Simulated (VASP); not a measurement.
# PIr (rocksalt type) (Fm-3m) in VASP: single point with LDA

Aim: the single point of PIr (rocksalt type) with LDA.

All numbers are computed with VASP 6.6.1; they aren't measurements. Logs are shortened: lines on timing, memory, paths and dates and some standing lists are left out, and cuts for length are marked.

### 1 The cell of the first run

Symmetry: Fm-3m, No. 225, cubic system. Conventional cell: a = 4.853 Å, b = 4.853 Å, c = 4.853 Å, α = 90.00°, β = 90.00°, γ = 90.00°. Ir (site symmetry m-3m) has 6 P at 2.43 Å within 3.2 Å. P (site symmetry m-3m) has 6 Ir at 2.43 Å within 3.2 Å.

### 2 Single point, LDA (14.28 Å³/atom)

Contents of POSCAR:

```
PIr
1.0
    0.0000000000      2.4263656764      2.4263656764
    2.4263656764      0.0000000000      2.4263656764
    2.4263656764      2.4263656764      0.0000000000
Ir P
1 1
Direct
    0.0000000000      0.0000000000      0.0000000000
    0.5000000000      0.5000000000      0.5000000000
```

Contents of INCAR.step1:

```
SYSTEM = PIr
  ALGO = Normal
  EDIFF = 1E-6
  ENCUT = 420
  GGA = CA
  GGA_COMPAT = .FALSE.
  ISIF = 2
  ISMEAR = -1
  LASPH = .TRUE.
  LCHARG = .TRUE.
  LMAXMIX = 4
  LORBIT = 11
  LREAL = .FALSE.
  LWAVE = .FALSE.
  NBANDS = 18
  NEDOS = 2001
  NELM = 120
  PREC = Accurate
  SIGMA = 0.08
```

Contents of KPOINTS.step1:

```
k-points
0
G
  14 14 14
  0 0 0
```

Contents of INCAR.step2:

```
SYSTEM = PIr
  ALGO = Normal
  EDIFF = 1E-6
  ENCUT = 420
  GGA = CA
  GGA_COMPAT = .FALSE.
  ICHARG = 11
  ISIF = 2
  ISMEAR = -5
  LASPH = .TRUE.
  LCHARG = .FALSE.
  LMAXMIX = 4
  LORBIT = 11
  LREAL = .FALSE.
  LWAVE = .FALSE.
  NBANDS = 18
  NEDOS = 2001
  NELM = 120
  PREC = Accurate
  SIGMA = 0.08
```

Contents of KPOINTS.step2:

```
k-points
0
G
  21 21 21
  0 0 0
```

Potentials or basis: VASP PAW LDA potentials, release 64 (Ir_sv_GW, P).

Run with:

```
> cat potpaw_LDA.64/Ir_sv_GW/POTCAR potpaw_LDA.64/P/POTCAR > POTCAR
> cp INCAR.step1 INCAR
> cp KPOINTS.step1 KPOINTS
> mpirun -np 1 vasp_std > vasp.out
> cp INCAR.step2 INCAR
> cp KPOINTS.step2 KPOINTS
> mpirun -np 1 vasp_std > vasp.out
```

OUTCAR:

```text
SYSTEM = PIr
   EDIFF = 1E-6
   ENCUT = 420
   GGA = CA
   ICHARG = 11
   ISIF = 2
   ISMEAR = -5
   LASPH = .TRUE.
   LORBIT = 11
   LREAL = .FALSE.
   NELM = 120
   PREC = Accurate

 ion  position               nearest neighbor table
   1  0.000  0.000  0.000-   2 2.43   2 2.43   2 2.43   2 2.43   2 2.43   2 2.43
   2  0.500  0.500  0.500-   1 2.43   1 2.43   1 2.43   1 2.43   1 2.43   1 2.43

  LATTYP: Found a face centered cubic cell.
 ALAT       =     4.8527313528

  Lattice vectors:

 A1 = (   0.0000000000,   2.4263656764,   2.4263656764)
 A2 = (   2.4263656764,   0.0000000000,   2.4263656764)
 A3 = (   2.4263656764,   2.4263656764,   0.0000000000)

Analysis of symmetry for initial positions (statically):
=====================================================================
 Subroutine PRICEL returns:
 Original cell was already a primitive cell.

 Routine SETGRP: Setting up the symmetry group for a
 face centered cubic supercell.

 Subroutine GETGRP returns: Found 48 space group operations
 (whereof 48 operations were pure point group operations)
 out of a pool of 48 trial point group operations.

The static configuration has the point symmetry O_h .

Analysis of symmetry for dynamics (positions and initial velocities):
=====================================================================
 Subroutine PRICEL returns:
 Original cell was already a primitive cell.

 Routine SETGRP: Setting up the symmetry group for a
 face centered cubic supercell.

 Subroutine GETGRP returns: Found 48 space group operations
 (whereof 48 operations were pure point group operations)
 out of a pool of 48 trial point group operations.

The dynamic configuration has the point symmetry O_h .

 Subroutine INISYM returns: Found 48 space group operations
 (whereof 48 operations are pure point group operations),
 and found     1 'primitive' translations

----------------------------------------------------------------------------------------

                                     Primitive cell

  volume of cell :      28.5692

  direct lattice vectors                    reciprocal lattice vectors
     0.000000000  2.426365676  2.426365676    -0.206069516  0.206069516  0.206069516
     2.426365676  0.000000000  2.426365676     0.206069516 -0.206069516  0.206069516
     2.426365676  2.426365676  0.000000000     0.206069516  0.206069516 -0.206069516

[... 83 lines left out ...]
   ENCUT  =  420.0 eV  30.87 Ry    5.56 a.u.   5.73  5.73  5.73*2*pi/ulx,y,z
   NELM   =    120;   NELMIN=  2; NELMDL=  0     # of ELM steps
   EDIFF  = 0.1E-05   stopping-criterion for ELM
   LREAL  =      F    real-space projection
[... 7 lines left out ...]
   TEBEG  =    0.0;   TEEND  =   0.0 temperature during run
   PSTRESS=    0.0 pullay stress
   NELECT =      22.0000    total number of electrons
   NUPDOWN=      -1.0000    fix difference up-down
   EMIN   =  10.00;   EMAX   =-10.00  energy-range for DOS
   EFERMI =   0.00;   METHOD = LEGACY
   ISMEAR =    -5;   SIGMA  =   0.08  broadening in eV -4-tet -1-fermi 0-gaus
   EFERMI_NEDOS =   21; number of points for ismear=-14 and -15
   IALGO  =     38    algorithm
   IMIX   =      4    mixing-type and parameters
     AMIX     =   0.40;   BMIX     =  1.00
     AMIX_MAG =   1.60;   BMIX_MAG =  1.00
  volume/ion in A,a.u.               =      14.28        96.40
  Fermi-wavevector in a.u.,A,eV,Ry     =   1.500547  2.835622 30.635421  2.251640
  Thomas-Fermi vector in A             =   2.612033
   LORBIT       =     11    0 simple, 1 ext, 2 COOP (PROOUT), +10 PAW based schemes
   GGA     = CA    functional components
   LHFCALC =     F    Hartree Fock is set to
   AEXX    =    0.0000 exact exchange contribution
   IVDW    =     0    specifies the selected vdW correction
   LEPSILON=     F    determine dielectric tensor
   LRPA    =     F    only Hartree local field effects (RPA)
 non-spin polarized calculation
 Fermi weights with tetrahedron method with Bloechl corrections
  energy-cutoff  :      420.00
  volume of cell :       28.57
 maximum number of plane-waves:       572

 number of electron      22.0000000 magnetization

 Free energy of the ion-electron system (eV)
  ---------------------------------------------------
  ext. energy  EPLUGINS =         0.00000000
  ---------------------------------------------------
  free energy    TOTEN  =       -16.80362300 eV

  energy without entropy =      -16.80362300  energy(sigma->0) =      -16.80362300

 E-fermi :  10.7137     XC(G=0): -13.0492

 val. band max:       10.7521637920   @ k =  -0.1905   0.1905   0.0000
 cond. band min:      10.6560945891   @ k =   0.4762   0.4762   0.0000
 fundamental gap:     -0.0960692029
 Fermi energy:        10.7136640414

 k-point     1 :       0.0000    0.0000    0.0000
  band No.  band energies     occupation
      1     -80.6931      2.00000
      2     -37.8847      2.00000
      3     -37.8847      2.00000
      4     -37.8847      2.00000
      5      -3.6665      2.00000
      6       7.3268      2.00000
[... 481 lines left out ...]
      5      -0.9155      2.00000
      6       3.0936      2.00000
[... 10 lines left out ...]
     17      23.4756      0.00000
     18      23.8888      0.00000

 [... further k-points ...]

------------------------ aborting loop because EDIFF is reached ----------------------------------------

  FORCE on cell =-STRESS in cart. coord.  units (eV):
  Direction    XX          YY          ZZ          XY          YZ          ZX
  --------------------------------------------------------------------------------------
  -------------------------------------------------------------------------------------
  Total       -0.0561607     -0.0561607     -0.0561607      0.0000000      0.0000000      0.0000000
  in kB       -3.1495172     -3.1495172     -3.1495172      0.0000000      0.0000000      0.0000000
  external PRESSURE =      -3.1495172 kB  Pullay stress =       0.0000000 kB

 VOLUME and BASIS-vectors are now :
 -----------------------------------------------------------------------------
  energy-cutoff  :      420.00
  volume of cell :       28.57
      direct lattice vectors                 reciprocal lattice vectors
     0.000000000  2.426365676  2.426365676    -0.206069516  0.206069516  0.206069516
     2.426365676  0.000000000  2.426365676     0.206069516 -0.206069516  0.206069516
     2.426365676  2.426365676  0.000000000     0.206069516  0.206069516 -0.206069516

 POSITION                                       TOTAL-FORCE (eV/Angst)
 -----------------------------------------------------------------------------------
      0.00000      0.00000      0.00000        -0.000000     -0.000000      0.000000
      2.42637      2.42637      2.42637         0.000000      0.000000     -0.000000
 -----------------------------------------------------------------------------------
    total drift:                                0.000000     -0.000000     -0.000000

  FREE ENERGIE OF THE ION-ELECTRON SYSTEM (eV)
  ---------------------------------------------------
  free  energy   TOTEN  =       -16.8036229995 eV

  energy  without entropy=      -16.8036229995  energy(sigma->0) =      -16.80362300

 total charge

# of ion       s       p       d       f       tot
--------------------------------------------------
    1        4.292   6.057   6.572   0.018  16.939
    2        1.028   1.390   0.000   0.000   2.418
--------------------------------------------------
tot          5.320   7.447   6.572   0.018  19.357
```

Wall time 45 s (1 thread of AMD EPYC 9R45 (Zen 5), shared host); peak memory 0.19 GiB.

What came out:

```yaml
Valence_electrons_inside_the_program's_atomic_spheres: Ir 16.94; P 2.42
```

Caveat: spin-orbit coupling is left out, which moves the levels of the heavy elements.
